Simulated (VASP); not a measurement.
# TaTl (Pm-3m) in VASP: notebook

Aim: see how the results for TaTl move with the level of theory and the settings. Levels: PBEsol, RPBE, revPBE. Tasks: single point.

All numbers are computed with VASP 6.6.1; they aren't measurements. Logs are shortened: lines on timing, memory, paths and dates and some standing lists are left out, and cuts for length are marked.

### 1 The cell of the first run

It takes space group Pm-3m (No. 221, cubic). The conventional cell has a = 3.622 Å, b = 3.622 Å, c = 3.622 Å, α = 90.00°, β = 90.00°, γ = 90.00°. Ta (site symmetry m-3m) has 8 Tl at 3.14 Å and 6 Ta at 3.62 Å within 4.1 Å. Within 4.1 Å of Tl (site symmetry m-3m) lie 8 Ta at 3.14 Å and 6 Tl at 3.62 Å.

### 2 Single point, PBEsol

INCAR reads:

```
SYSTEM = TaTl
  ALGO = Fast
  EDIFF = 1E-7
  ENCUT = 520
  GGA = PS
  ISIF = 2
  ISMEAR = -1
  LASPH = .TRUE.
  LCHARG = .FALSE.
  LREAL = .FALSE.
  LWAVE = .FALSE.
  NBANDS = 19
  NELM = 100
  PREC = Accurate
  SIGMA = 0.05
```

KPOINTS reads:

```
k-points
0
G
  7 7 7
  0 0 0
```

POSCAR reads:

```
TaTl
1.0
    3.6221205400      0.0000000000      0.0000000000
    0.0000000000      3.6221205400      0.0000000000
    0.0000000000      0.0000000000      3.6221205400
Ta Tl
1 1
Direct
    0.0000000000      0.0000000000      0.0000000000
    0.5000000000      0.5000000000      0.5000000000
```

Potentials or basis: VASP PAW PBE potentials, release 64 (Ta_pv, Tl_d).

Command:

```console
cat potpaw_PBE.64/Ta_pv/POTCAR potpaw_PBE.64/Tl_d/POTCAR > POTCAR
mpirun -np 1 vasp_std > vasp.out
```

OUTCAR:

```text
SYSTEM = TaTl
   EDIFF = 1E-7
   ENCUT = 520
   GGA = PS
   ISIF = 2
   ISMEAR = -1
   LASPH = .TRUE.
   LREAL = .FALSE.
   NELM = 100
   PREC = Accurate

 ion  position               nearest neighbor table
   1  0.000  0.000  0.000-   2 3.14   2 3.14   2 3.14   2 3.14   2 3.14   2 3.14   2 3.14   2 3.14

   2  0.500  0.500  0.500-   1 3.14   1 3.14   1 3.14   1 3.14   1 3.14   1 3.14   1 3.14   1 3.14

  LATTYP: Found a simple cubic cell.
 ALAT       =     3.6221205400

  Lattice vectors:

 A1 = (   3.6221205400,   0.0000000000,   0.0000000000)
 A2 = (   0.0000000000,   3.6221205400,   0.0000000000)
 A3 = (   0.0000000000,   0.0000000000,   3.6221205400)

Analysis of symmetry for initial positions (statically):
=====================================================================
 Subroutine PRICEL returns:
 Original cell was already a primitive cell.

 Routine SETGRP: Setting up the symmetry group for a
 simple cubic supercell.

 Subroutine GETGRP returns: Found 48 space group operations
 (whereof 48 operations were pure point group operations)
 out of a pool of 48 trial point group operations.

The static configuration has the point symmetry O_h .

Analysis of symmetry for dynamics (positions and initial velocities):
=====================================================================
 Subroutine PRICEL returns:
 Original cell was already a primitive cell.

 Routine SETGRP: Setting up the symmetry group for a
 simple cubic supercell.

 Subroutine GETGRP returns: Found 48 space group operations
 (whereof 48 operations were pure point group operations)
 out of a pool of 48 trial point group operations.

The dynamic configuration has the point symmetry O_h .

 Subroutine INISYM returns: Found 48 space group operations
 (whereof 48 operations are pure point group operations),
 and found     1 'primitive' translations

----------------------------------------------------------------------------------------

                                     Primitive cell

  volume of cell :      47.5213

  direct lattice vectors                    reciprocal lattice vectors
     3.622120540  0.000000000  0.000000000     0.276081370  0.000000000  0.000000000
     0.000000000  3.622120540  0.000000000     0.000000000  0.276081370  0.000000000
     0.000000000  0.000000000  3.622120540     0.000000000  0.000000000  0.276081370

  length of vectors
     3.622120540  3.622120540  3.622120540     0.276081370  0.276081370  0.276081370

  position of ions in fractional coordinates (direct lattice)
     0.000000000  0.000000000  0.000000000
     0.500000000  0.500000000  0.500000000

  ion indices of the primitive-cell ions
   primitive index   ion index
                 1           1
                 2           2

----------------------------------------------------------------------------------------

 KPOINTS: k-points

Automatic generation of k-mesh.
 Grid dimensions read from file:
 generate k-points for:    7    7    7

 Generating k-lattice:

  Cartesian coordinates                     Fractional coordinates (reciprocal lattice)
     0.039440196  0.000000000  0.000000000     0.142857143  0.000000000  0.000000000
     0.000000000  0.039440196  0.000000000     0.000000000  0.142857143  0.000000000
     0.000000000  0.000000000  0.039440196     0.000000000  0.000000000  0.142857143

  Length of vectors
     0.039440196  0.039440196  0.039440196

  Shift w.r.t. Gamma in fractional coordinates (k-lattice)
     0.000000000  0.000000000  0.000000000

 Subroutine IBZKPT returns following result:
 ===========================================

 Found     20 irreducible k-points:

 Following reciprocal coordinates:
            Coordinates               Weight
  0.000000  0.000000  0.000000      1.000000
  0.142857  0.000000  0.000000      6.000000
  0.285714  0.000000  0.000000      6.000000
  0.428571  0.000000  0.000000      6.000000
  0.142857  0.142857  0.000000     12.000000
  0.285714  0.142857  0.000000     24.000000
[... 12 lines left out ...]
  0.428571  0.428571  0.285714     24.000000
  0.428571  0.428571  0.428571      8.000000
   k-points           NKPTS =     20   k-points in BZ     NKDIM =     20   number of bands    NBANDS=     19
   number of dos      NEDOS =    301   number of ions     NIONS =      2
   total plane-waves  NPLWV =  21952
   dimension x,y,z NGX =    28 NGY =   28 NGZ =   28
   dimension x,y,z NGXF=    56 NGYF=   56 NGZF=   56
   ions per type =               1   1
   NGX,Y,Z   is equivalent  to a cutoff of  12.85, 12.85, 12.85 a.u.
   NGXF,Y,Z  is equivalent  to a cutoff of  25.70, 25.70, 25.70 a.u.
 SYSTEM =  TaTl
   PREC   = accura    normal or accurate (medium, high low for compatibility)
   ISTART =      0    job   : 0-new  1-cont  2-samecut
   ICHARG =      2    charge: 1-file 2-atom 10-const
   ISPIN  =      1    spin polarized calculation?
   LNONCOLLINEAR =      F non collinear calculations
   LSORBIT =      F    spin-orbit coupling
   LASPH  =      T    aspherical Exc in radial PAW
   ENCUT  =  520.0 eV  38.22 Ry    6.18 a.u.   6.73  6.73  6.73*2*pi/ulx,y,z
   NELM   =    100;   NELMIN=  2; NELMDL= -5     # of ELM steps
   EDIFF  = 0.1E-06   stopping-criterion for ELM
   LREAL  =      F    real-space projection
   EDIFFG = 0.1E-05   stopping-criterion for IOM
   NSW    =      0    number of steps for IOM
   IBRION =     -1    ionic relax: 0-MD 1-quasi-New 2-CG
   NFREE  =      0    steps in history (QN), initial steepest desc. (CG)
   ISIF   =      2    stress and relaxation
   ISYM   =      2    0-nonsym 1-usesym 2-fastsym
   POTIM  = 0.5000    time-step for ionic-motion
   TEBEG  =    0.0;   TEEND  =   0.0 temperature during run
   PSTRESS=    0.0 pullay stress
   NELECT =      24.0000    total number of electrons
   NUPDOWN=      -1.0000    fix difference up-down
   EMIN   =  10.00;   EMAX   =-10.00  energy-range for DOS
   EFERMI =   0.00;   METHOD = LEGACY
   ISMEAR =    -1;   SIGMA  =   0.05  broadening in eV -4-tet -1-fermi 0-gaus
   EFERMI_NEDOS =   21; number of points for ismear=-14 and -15
   IALGO  =     68    algorithm
   IMIX   =      4    mixing-type and parameters
     AMIX     =   0.40;   BMIX     =  1.00
     AMIX_MAG =   1.60;   BMIX_MAG =  1.00
  volume/ion in A,a.u.               =      23.76       160.34
  Fermi-wavevector in a.u.,A,eV,Ry     =   1.303714  2.463662 23.125419  1.699670
  Thomas-Fermi vector in A             =   2.434698
   LORBIT       =      0    0 simple, 1 ext, 2 COOP (PROOUT), +10 PAW based schemes
   GGA     = PS    functional components
   LHFCALC =     F    Hartree Fock is set to
   AEXX    =    0.0000 exact exchange contribution
   IVDW    =     0    specifies the selected vdW correction
   LEPSILON=     F    determine dielectric tensor
   LRPA    =     F    only Hartree local field effects (RPA)
 non-spin polarized calculation
 RMM-DIIS sequential band-by-band and
  energy-cutoff  :      520.00
  volume of cell :       47.52
 maximum number of plane-waves:      1309
 NGX is ok and might be reduce to    28
   NGX = 13   NGY = 13   NGZ = 13

 number of electron      23.9999997 magnetization

 Free energy of the ion-electron system (eV)
  ---------------------------------------------------
  ext. energy  EPLUGINS =         0.00000000
  ---------------------------------------------------
  free energy    TOTEN  =       -13.06927450 eV

  energy without entropy =      -13.04632405  energy(sigma->0) =      -13.05779927

 E-fermi :   6.0773     XC(G=0): -11.3711

 val. band max:        6.0554466798   @ k =   0.2857   0.1429   0.1429
 cond. band min:       6.0944441848   @ k =   0.4286   0.4286   0.2857
 fundamental gap:      0.0389975049
 Fermi energy:         6.0773364602

 k-point     1 :       0.0000    0.0000    0.0000
  band No.  band energies     occupation
      1     -28.9619      2.00000
      2     -28.9619      2.00000
      3     -28.9619      2.00000
      4      -5.4162      2.00000
      5      -5.4162      2.00000
      6      -5.0671      2.00000
[... 11 lines left out ...]
     18      10.7906      0.00000
     19      17.9369      0.00000

 k-point     2 :       0.1429    0.0000    0.0000
  band No.  band energies     occupation
      1     -28.9753      2.00000
      2     -28.9609      2.00000
      3     -28.9609      2.00000
      4      -5.4036      2.00000
      5      -5.3518      2.00000
      6      -5.0854      2.00000
[... 11 lines left out ...]
     18      12.5428      0.00000
     19      16.8826      0.00000

 k-point     3 :       0.2857    0.0000    0.0000
  band No.  band energies     occupation
      1     -29.0054      2.00000
      2     -28.9588      2.00000
      3     -28.9588      2.00000
      4      -5.3749      2.00000
      5      -5.2139      2.00000
      6      -5.1260      2.00000
[... 11 lines left out ...]
     18      13.6964      0.00000
     19      15.7333      0.00000

 k-point     4 :       0.4286    0.0000    0.0000
  band No.  band energies     occupation
      1     -29.0294      2.00000
      2     -28.9570      2.00000
      3     -28.9570      2.00000
      4      -5.3517      2.00000
      5      -5.1582      2.00000
      6      -5.1582      2.00000
[... 11 lines left out ...]
     18      14.4640      0.00000
     19      15.1044      0.00000

 k-point     5 :       0.1429    0.1429    0.0000
  band No.  band energies     occupation
      1     -28.9748      2.00000
      2     -28.9736      2.00000
      3     -28.9599      2.00000
      4      -5.3685      2.00000
      5      -5.3099      2.00000
      6      -5.1149      2.00000
[... 11 lines left out ...]
     18      14.1645      0.00000
     19      16.9216      0.00000

 k-point     6 :       0.2857    0.1429    0.0000
  band No.  band energies     occupation
      1     -29.0041      2.00000
      2     -28.9718      2.00000
      3     -28.9577      2.00000
      4      -5.3359      2.00000
      5      -5.1784      2.00000
      6      -5.1730      2.00000
[... 11 lines left out ...]
     18      14.9922      0.00000
     19      15.8873      0.00000

 k-point     7 :       0.4286    0.1429    0.0000
  band No.  band energies     occupation
      1     -29.0278      2.00000
      2     -28.9698      2.00000
      3     -28.9559      2.00000
      4      -5.3149      2.00000
      5      -5.2193      2.00000
      6      -5.1678      2.00000
[... 11 lines left out ...]
     18      14.4295      0.00000
     19      14.8568      0.00000

 k-point     8 :       0.2857    0.2857    0.0000
  band No.  band energies     occupation
      1     -29.0018      2.00000
      2     -29.0000      2.00000
      3     -28.9552      2.00000
      4      -5.2893      2.00000
      5      -5.2741      2.00000
      6      -5.1573      2.00000
[... 168 lines left out ...]
 k-point    16 :       0.4286    0.4286    0.1429
  band No.  band energies     occupation
      1     -29.0202      2.00000
      2     -29.0199      2.00000
      3     -28.9639      2.00000
      4      -5.4160      2.00000
      5      -5.2288      2.00000
      6      -5.2239      2.00000
[... 11 lines left out ...]
     18      13.2433      0.00000
     19      15.2878      0.00000

 k-point    17 :       0.2857    0.2857    0.2857
  band No.  band energies     occupation
      1     -28.9975      2.00000
      2     -28.9966      2.00000
      3     -28.9966      2.00000
      4      -5.2822      2.00000
      5      -5.2251      2.00000
      6      -5.2251      2.00000
[... 11 lines left out ...]
     18      12.3339      0.00000
     19      15.4301      0.00000

 k-point    18 :       0.4286    0.2857    0.2857
  band No.  band energies     occupation
      1     -29.0199      2.00000
      2     -28.9947      2.00000
      3     -28.9947      2.00000
      4      -5.3394      2.00000
      5      -5.2617      2.00000
      6      -5.2299      2.00000
[... 11 lines left out ...]
     18      12.3285      0.00000
     19      13.8629      0.00000

 k-point    19 :       0.4286    0.4286    0.2857
  band No.  band energies     occupation
      1     -29.0176      2.00000
      2     -29.0175      2.00000
      3     -28.9926      2.00000
      4      -5.3657      2.00000
      5      -5.2746      2.00000
      6      -5.2742      2.00000
[... 11 lines left out ...]
     18      12.8394      0.00000
     19      13.6811      0.00000

 k-point    20 :       0.4286    0.4286    0.4286
  band No.  band energies     occupation
      1     -29.0155      2.00000
      2     -29.0155      2.00000
      3     -29.0155      2.00000
      4      -5.3317      2.00000
      5      -5.3100      2.00000
      6      -5.3100      2.00000
[... 11 lines left out ...]
     18      10.9952      0.00000
     19      13.3583      0.00000

------------------------ aborting loop because EDIFF is reached ----------------------------------------

  FORCE on cell =-STRESS in cart. coord.  units (eV):
  Direction    XX          YY          ZZ          XY          YZ          ZX
  --------------------------------------------------------------------------------------
  -------------------------------------------------------------------------------------
  Total       -5.2697068     -5.2697068     -5.2697068      0.0000000      0.0000000      0.0000000
  in kB     -177.6676430   -177.6676430   -177.6676430      0.0000000      0.0000000      0.0000000
  external PRESSURE =    -177.6676430 kB  Pullay stress =       0.0000000 kB

 VOLUME and BASIS-vectors are now :
 -----------------------------------------------------------------------------
  energy-cutoff  :      520.00
  volume of cell :       47.52
      direct lattice vectors                 reciprocal lattice vectors
     3.622120540  0.000000000  0.000000000     0.276081370  0.000000000  0.000000000
     0.000000000  3.622120540  0.000000000     0.000000000  0.276081370  0.000000000
     0.000000000  0.000000000  3.622120540     0.000000000  0.000000000  0.276081370

 POSITION                                       TOTAL-FORCE (eV/Angst)
 -----------------------------------------------------------------------------------
      0.00000      0.00000      0.00000         0.000000      0.000000      0.000000
      1.81106      1.81106      1.81106         0.000000      0.000000      0.000000
 -----------------------------------------------------------------------------------
    total drift:                                0.000000      0.000000      0.000000

  FREE ENERGIE OF THE ION-ELECTRON SYSTEM (eV)
  ---------------------------------------------------
  free  energy   TOTEN  =       -13.0692744995 eV

  energy  without entropy=      -13.0463240452  energy(sigma->0) =      -13.05779927
```

It took 26 s on 1 thread of Intel Xeon 8259CL, shared host; peak memory 0.16 GiB.

What came out:

```
Free energy            : -13.0693 eV
Pressure               : -17.8 GPa
Band gap on the k mesh : zero (bands 12 and 13 overlap by 2.06 eV)
```

Levels at points of the mesh, in eV from the Fermi level:
| k point | band 8 | band 9 | band 10 | band 11 | band 12 | band 13 | band 14 | band 15 | band 16 | band 17 |
| --- | --- | --- | --- | --- | --- | --- | --- | --- | --- | --- |
| (0.00, 0.00, 0.00) | -11.14 | -9.72 | -1.07 | -1.07 | 1.77 | 1.77 | 1.77 | 3.35 | 3.35 | 3.35 |

Caveat: the cell stands under tension; the PAW data sets were made with another functional, which shifts forces and pressure a little; spin-orbit coupling is left out, which moves the levels of the heavy elements.

### 3 Single point, RPBE

INCAR reads:

```
SYSTEM = TaTl
ALGO = Normal ; EDIFF = 1E-7
ENCUT = 520 ; GGA = RP
ISIF = 2 ; ISMEAR = -1
LASPH = .TRUE. ; LCHARG = .FALSE.
LREAL = .FALSE. ; LWAVE = .FALSE.
NBANDS = 19 ; NELM = 80
PREC = Accurate ; SIGMA = 0.05
```

KPOINTS is that of step 2.

POSCAR is that of step 2.

Potentials or basis: VASP PAW PBE potentials, release 64 (Ta_pv, Tl_d).

Command:

```console
cat potpaw_PBE.64/Ta_pv/POTCAR potpaw_PBE.64/Tl_d/POTCAR > POTCAR
mpirun -np 1 vasp_std > vasp.out
```

Run time: 30 s. Hardware: 1 thread of Intel Xeon 8259CL, shared host; peak memory 0.16 GiB.

The run converged. Its results:

| Property | Result |
| --- | --- |
| Free energy | -11.0346 eV |
| Pressure | -11.3 GPa |
| Band gap on the k mesh | zero (bands 12 and 13 overlap by 2.05 eV) |

Levels at points of the mesh, in eV from the Fermi level:
| k point | band 10 | band 11 | band 12 | band 13 | band 14 | band 15 |
| --- | --- | --- | --- | --- | --- | --- |
| (0.00, 0.00, 0.00) | -1.12 | -1.12 | 1.78 | 1.78 | 1.78 | 3.35 |

Caveat: the cell stands under tension; the PAW data sets were made with another functional, which shifts forces and pressure a little; spin-orbit coupling is left out, which moves the levels of the heavy elements.

### 4 Single point, revPBE

INCAR reads:

```
SYSTEM = TaTl
  PREC = Accurate
  ENCUT = 520
  EDIFF = 1E-6
  ISMEAR = -1
  SIGMA = 0.05
  LREAL = .FALSE.
  LASPH = .TRUE.
  NELM = 60
  ALGO = Normal
  ISIF = 2
  LWAVE = .FALSE.
  LCHARG = .FALSE.
  GGA = RE
  NBANDS = 19
```

KPOINTS reads:

```
Automatic mesh
0
G
  7 7 7
  0 0 0
```

POSCAR is that of step 3.

Command:

```console
cat potpaw_PBE.64/Ta_pv/POTCAR potpaw_PBE.64/Tl_d/POTCAR > POTCAR
mpirun -np 1 vasp_std > vasp.out
```

Run time: 33 s. Hardware: 1 thread of Intel Xeon 8259CL, shared host; peak memory 0.17 GiB.

The run converged. Its results:

```
Free energy            : -11.2107 eV
Pressure               : -11.9 GPa
Band gap on the k mesh : zero (bands 12 and 13 overlap by 2.05 eV)
```

Levels at points of the mesh, in eV from the Fermi level:
```tsv
k point	band 8	band 9	band 10	band 11	band 12	band 13	band 14	band 15	band 16	band 17
(0.00, 0.00, 0.00)	-11.25	-9.72	-1.11	-1.11	1.78	1.78	1.78	3.35	3.35	3.35
```

Caveat: the cell stands under tension; the PAW data sets were made with another functional, which shifts forces and pressure a little; spin-orbit coupling is left out, which moves the levels of the heavy elements.

### 5 Overview

| level | gap on the mesh (eV) | pressure (GPa) |
| --- | --- | --- |
| PBEsol | none | -17.8 |
| RPBE | none | -11.3 |
| revPBE | none | -11.9 |

Alike in all rows: task single point; potentials or basis VASP PAW PBE potentials, release 64 (Ta_pv, Tl_d); no spin polarisation; cell as given; k mesh 7 × 7 × 7; cutoff (eV) 520; smearing fermi-dirac 0.05 eV.

The pressure there spans -17.8 GPa (PBEsol) to -11.3 GPa (RPBE); a positive pressure means that this level wants a larger cell, a negative one a smaller.

Caveats: the cell stands under tension; the PAW data sets were made with another functional, which shifts forces and pressure a little; spin-orbit coupling is left out, which moves the levels of the heavy elements.

Total energies depend on the potentials used, so only differences within one code and one set of settings carry meaning.
